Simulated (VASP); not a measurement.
Write the native input for VASP 6.6.1 that does the following.

```yaml
Task: single point
Functional: r2SCAN
Potentials_or_basis: VASP PAW PBE potentials, release 64 (Nb_sv, As)
Cutoff: 520 eV
k_mesh: 12 × 12 × 12
Occupations: gaussian, width 0.05 eV
Spin: no spin polarisation
Dipole_correction: no
Further_INCAR_settings: ALGO = Normal; EDIFF = 1e-06; NBANDS = 16
```

NbAs:

```xyz
2
Lattice="0.0000 2.6294 2.6294 2.6294 0.0000 2.6294 2.6294 2.6294 0.0000" Properties=species:S:1:pos:R:3 pbc="T T T"
Nb    2.6294    2.6294    2.7094
As    0.0000    0.0000    0.0000
```

This cell differs from its parent crystal: atom 1 (Nb) moved 0.08 Å along z.

The input as run:

POSCAR

```
NbAs
1.0
    0.0000000000      2.6293547051      2.6293547051
    2.6293547051      0.0000000000      2.6293547051
    2.6293547051      2.6293547051      0.0000000000
Nb As
1 1
Direct
    0.5152128581      0.5152128581      0.4847871419
    0.0000000000      0.0000000000      0.0000000000
```

INCAR.step1

```
  PREC = Accurate
  ENCUT = 520
  ISMEAR = 0
  SIGMA = 0.05
  LREAL = F
  LASPH = T
  NELM = 100
  NBANDS = 16
  GGA = PE
  ALGO = Normal
  EDIFF = 1E-4
  LWAVE = T
  LCHARG = F
```

INCAR.step2

```
  PREC = Accurate
  ENCUT = 520
  EDIFF = 1E-6
  ISMEAR = 0
  SIGMA = 0.05
  LREAL = F
  LASPH = T
  NELM = 100
  ALGO = Normal
  ISIF = 2
  LWAVE = F
  LCHARG = F
  METAGGA = R2SCAN
  LMIXTAU = T
  NBANDS = 16
  ISTART = 1
```

KPOINTS

```
Automatic mesh
0
Gamma
  12 12 12
```

Potentials or basis: VASP PAW PBE potentials, release 64 (Nb_sv, As).

The run is started by

```console
$ cat potpaw_PBE.64/Nb_sv/POTCAR potpaw_PBE.64/As/POTCAR > POTCAR
$ cp INCAR.step1 INCAR
$ mpirun -np 1 vasp_std > vasp.out
$ cp INCAR.step2 INCAR
$ mpirun -np 1 vasp_std > vasp.out
```

Results of the run:

The pressure is 0.4 GPa, the largest force is 0.524 eV/Å and the band gap on the k mesh is zero (band 9 reaches 10.52 eV, above the bottom of band 10 at 8.55 eV).

Caveat: the cell differs from its parent crystal (atom 1 (Nb) moved 0.08 Å along z); the PAW data sets were made with another functional, which shifts forces and pressure a little.

Wall time 3 min on 1 thread of Intel(R) Xeon(R) 6975P-C (Granite Rapids), on a shared host, peak memory 0.24 GiB.
